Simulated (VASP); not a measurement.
Wanted: the native input for a VASP 6.6.1 run.

* Task: single point
* Functional: PBE
* Potentials or basis: VASP PAW PBE potentials, release 64 (Ge_d)
* Cutoff: 520 eV
* k mesh: 19 × 19 × 19
* Occupations: fermi-dirac, width 0.05 eV
* Spin: no spin polarisation
* Dipole correction: no
* Further INCAR settings: ALGO = Normal; EDIFF = 1e-07; NBANDS = 13

The structure of Ge lies in POSCAR:

```
Ge
1.0
   -1.4154028795      1.4154028795      1.4154028795
    1.4154028795     -1.4154028795      1.4154028795
    1.4154028795      1.4154028795     -1.4154028795
Ge
1
Direct
    0.0000000000      0.0000000000      0.0000000000
```

This isn't the form of Ge at room conditions, which is diamond.

One way to write it, as run:

INCAR

```
ALGO = Normal ; EDIFF = 1E-7
ENCUT = 520 ; GGA = PE
ISIF = 2 ; ISMEAR = -1
LASPH = T ; LCHARG = F
LREAL = F ; LWAVE = F
NBANDS = 13 ; NELM = 100
PREC = Accurate ; SIGMA = 0.05
```

KPOINTS

```
k-points
0
Gamma
  19 19 19
```

Potentials or basis: VASP PAW PBE potentials, release 64 (Ge_d).

Command:

```console
$ cat potpaw_PBE.64/Ge_d/POTCAR > POTCAR
$ mpirun -np 1 vasp_std > vasp.out
```

Results of the run:

```json
{
  "Pressure": "114.0 GPa",
  "Band gap on the k mesh": "zero (bands 7 and 8 overlap by 21.42 eV)"
}
```

Caveat: the cell stands under pressure.

Run time: 36 s on 1 thread of Intel Xeon 8259CL, on a shared host, peak memory 0.14 GiB.
